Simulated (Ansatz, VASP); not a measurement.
**SbAs in VASP and in Ansatz**

```
Sb As
1.0
     2.03288    1.17368    3.61233
    -2.03288    1.17368    3.61233
     0.00000   -2.34736    3.61233
Sb As
1 1
Direct
  0.50000 0.50000 0.50000
  0.00000 0.00000 0.00000
```

Change from the starting cell: equal xx and yy strain of +1 %.

Alike in both runs: task single point; functional PBEsol; k mesh 11 × 11 × 11; occupations fermi-dirac, width 0.05 eV; no spin polarisation.

```csv
,VASP,Ansatz
version,VASP 6.6.1,Ansatz 0.2.0
potentials or method,"VASP PAW PBE potentials, release 64 (Sb, As), cutoff 520 eV","all-electron LAPW, scalar-relativistic"
```

|  | VASP | Ansatz | Ansatz less VASP |
| --- | --- | --- | --- |
| pressure (GPa) | -5.0 | -5.1 | -0.05 |
| traceless stress, the component that is largest in VASP (GPa) | -2.40 | -2.42 | -0.013 |

VASP's potentials were made for PBE, not for PBEsol. Ansatz ran all-electron here, and VASP with PAW potentials.

Neither program's run includes spin-orbit coupling.
